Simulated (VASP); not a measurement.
Al2Ru, 6 atoms in the cell. Symmetry: Fddd, No. 70, orthorhombic system. The conventional cell has a = 4.705 Å, b = 7.980 Å, c = 8.783 Å, α = 90.00°, β = 90.00°, γ = 90.00°. Within 3.4 Å of Al (site symmetry 2) lie 5 Ru at 2.57 to 2.72 Å and 9 Al at 2.60 to 3.19 Å. Within 3.4 Å of Ru (site symmetry 222) lie 10 Al at 2.57 to 2.72 Å and 4 Ru at 3.19 Å. 

```yaml
Program: VASP 6.6.1
Task: single point
Functional: PBEsol
Potentials_or_basis: VASP PAW PBE potentials, release 64 (Al, Ru_pv)
Cutoff: 520 eV
k_mesh: 4 × 4 × 4
Occupations: gaussian, width 0.01 eV
Spin: no spin polarisation
Dipole_correction: no
Further_INCAR_settings: ALGO = Normal; EDIFF = 1e-06; NBANDS = 29
```

Potentials or basis: VASP PAW PBE potentials, release 64 (Al, Ru_pv).

Run with:

```console
$ cat potpaw_PBE.64/Al/POTCAR potpaw_PBE.64/Ru_pv/POTCAR > POTCAR
$ mpirun -np 1 vasp_std > vasp.out
```

Hardware: 1 thread of AMD EPYC 9R45 96-Core Processor (Zen 5) (shared host).

**Question.** How long does it take, and how much memory?

**Answer.** It took 32 s on 1 thread of AMD EPYC 9R45 96-Core Processor (Zen 5) (shared host), peak memory 0.22 GiB. Counts: scf iterations 13, k points 18.
